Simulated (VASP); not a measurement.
A run of VASP 6.6.1 is set up as follows.

Contents of INCAR:

```
SYSTEM = CdF2
ALGO = Normal
EDIFF = 1E-6
ENCUT = 520
GGA = PS
ISIF = 2
ISMEAR = 0
LASPH = .TRUE.
LCHARG = .FALSE.
LREAL = .FALSE.
LWAVE = .FALSE.
NBANDS = 20
NELM = 100
PREC = Accurate
SIGMA = 0.05
```

KPOINTS

```
k-points
0
G
  8 8 8
  0 0 0
```

POSCAR

```
CdF2
1.0
    0.0000000000      2.8098245654      2.8665830216
    2.8098245654      0.0000000000      2.8665830216
    2.8098245654      2.8098245654      0.0000000000
Cd F
1 2
Direct
    0.0000000000      0.0000000000      0.0000000000
    0.2500000000      0.2500000000      0.2500000000
    0.7500000000      0.7500000000      0.7500000000
```

Potentials or basis: VASP PAW PBE potentials, release 64 (Cd, F).

Launch:

```bash
$ cat potpaw_PBE.64/Cd/POTCAR potpaw_PBE.64/F/POTCAR > POTCAR
$ mpirun -np 1 vasp_std > vasp.out
```

What does it give for the band gap on the k mesh?

2.39 eV, indirect (least direct gap 3.01 eV).

Estimate the pressure.

-10.9 GPa.

Stress tensor (GPa, compression positive):
```
-10.28   0.00   0.00
  0.00 -10.28   0.00
  0.00   0.00 -12.23
```

Caveat: the PAW data sets were made with another functional, which shifts forces and pressure a little. A k mesh can miss the band edges.
